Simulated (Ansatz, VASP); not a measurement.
# TeO: VASP beside Ansatz

```
Te O
1.0
     3.90555    0.00000    0.00000
     0.00000    3.90555    0.00000
     0.00000    0.00000    4.41276
Te O
2 2
Direct
  0.50000 0.00000 0.70178
  0.00000 0.50000 0.29822
  0.50000 0.50000 0.00000
  0.00000 0.00000 0.00000
```

Alike in both runs: functional PBE; k mesh 5 × 5 × 4; occupations gaussian, width 0.2 eV; no spin polarisation.

Ansatz relaxed the structure, and its values are those at the end. VASP's run is a single point on that final structure, the one shown.

|  | VASP | Ansatz |
| --- | --- | --- |
| version | VASP 6.6.1 | Ansatz 0.2.0 |
| potentials or method | VASP PAW PBE potentials, release 64 (Te, O), cutoff 600 eV | scalar-relativistic, plane waves, PAW |
| valence electrons in the cell | 24 | 44 |

|  | VASP | Ansatz | Ansatz less VASP |
| --- | --- | --- | --- |
| gap on the k mesh at the Fermi level (eV) | none | none | - |
| pressure (GPa) | -0.7 | -0.1 | +0.60 |
| rms of the force components (eV/Å) | 0.006 | 0.015 | +0.0094 |

A gap of «none» marks a metal or a gap that the smearing closes. With one functional, cell and mesh, what is left measures potentials, basis and numerics. VASP's potentials hold 24 valence electrons a cell and Ansatz's 44, so a difference there can come from the potentials and not from the codes.

Spin-orbit coupling is off throughout.
